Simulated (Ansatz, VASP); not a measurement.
CsI in VASP and in Ansatz

INCAR

```
PREC = Accurate
ENCUT = 500
EDIFF = 1E-6
ISMEAR = 0
SIGMA = 0.01
LREAL = F
LASPH = T
NELM = 200
ALGO = Normal
ISIF = 2
LWAVE = F
LCHARG = T
MAGMOM = 0 0 0 0 0 0
LORBIT = 11
LSORBIT = T
GGA_COMPAT = F
LORBMOM = T
GGA = PE
LVHAR = T
NBANDS = 28
```

The input KPOINTS:

```
Automatic mesh
0
Gamma
  4 4 4
```

POSCAR

```
CsI
1.0
    4.6080833777      0.0000000000      0.0000000000
    0.0000000000      4.6080833777      0.0000000000
    0.0000000000      0.0000000000      4.6080833777
Cs I
1 1
Direct
    0.0000000000      0.0000000000      0.0000000000
    0.5000000000      0.5000000000      0.5000000000
```

Input for Ansatz:

```yaml
crystal:
  lattice:
    - [4.6080833777, 0.0, 0.0]
    - [0.0, 4.6080833777, 0.0]
    - [0.0, 0.0, 4.6080833777]
  atoms:
    - { symbol: Cs, position: [0.0, 0.0, 0.0] }
    - { symbol: I, position: [0.5, 0.5, 0.5] }
kpoints:
  mp_grid: { grid: [4, 4, 4] }
hamiltonian:
  xc: pbe
scf:
  occupations: { method: fixed }
  n_extra_bands: 24
magnetization:
  noncollinear: true
  spin_orbit: true
output:
  optics: { e_range: [0, 18], de: 0.05, sigma: 0.1, bands: scf }
```

Alike in both runs: task single point; functional PBE; k mesh 4 × 4 × 4; non-collinear spin, spin-orbit coupling.

|  | VASP | Ansatz |
| --- | --- | --- |
| version | VASP 6.6.1 | Ansatz 0.2.0 |
| potentials or method | VASP PAW PBE potentials, release 64 (Cs_sv, I) | plane waves, PAW |
| plane-wave cutoff (eV) | 500 | 420 |
| occupations | gaussian, width 0.01 eV | fixed |
| valence electrons in the cell | 16 | 26 |

|  | VASP | Ansatz | Ansatz less VASP |
| --- | --- | --- | --- |
| net moment per atom (μB) | 0.00 | 0.00 | 0.000 |

VASP's potentials hold 16 valence electrons a cell and Ansatz's 26, so a difference there can come from the potentials and not from the codes. Ansatz's warnings: optics gap not shown off mesh.
